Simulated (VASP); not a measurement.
## Hf2B3: single point with PBE

Crystal: Hf2B3.

```
Hf B
1.0
     4.02254    0.00000    0.00000
     0.00000    4.02254    0.00000
     0.00000    0.00000    4.02254
Hf B
2 3
Cartesian
  0.0000 0.0000 0.0000
  2.0113 2.0113 2.0113
  0.0000 2.0113 2.0113
  2.0113 0.0000 2.0113
  2.0113 2.0113 0.0000
```

| Property | Result |
| --- | --- |
| Program | VASP 6.6.1 |
| Task | single point |
| Functional | PBE |
| Potentials or basis | VASP PAW PBE potentials, release 64 (Hf_pv, B) |
| Cutoff | 520 eV |
| k mesh | 4 × 4 × 4 |
| Occupations | gaussian, width 0.1 eV |
| Spin | no spin polarisation |

* Pressure: 17.6 GPa

Levels at points of the mesh, in eV from the Fermi level:
```csv
k point,band 11,band 12,band 13,band 14,band 15,band 16,band 17,band 18
"(0.00, 0.00, 0.00)",-1.60,-1.60,0.04,0.04,0.04,0.89,0.89,1.38
"(0.50, 0.00, 0.00)",-2.65,-2.36,-2.36,-2.29,-2.29,0.00,1.29,1.96
"(0.50, 0.50, 0.00)",-3.39,-3.39,-3.21,-2.70,0.63,0.63,1.62,1.62
"(0.50, 0.50, 0.50)",-5.09,-5.09,-3.96,-2.64,-2.64,0.96,2.45,2.45
```

Run time: 24 s on 1 thread of AMD EPYC 7R43 64-Core Processor (Zen 3) (shared host), peak memory 0.13 GiB.

Caveat: the k points lie up to 0.39 Å⁻¹ apart; spin-orbit coupling is left out, which moves the levels of the heavy elements.
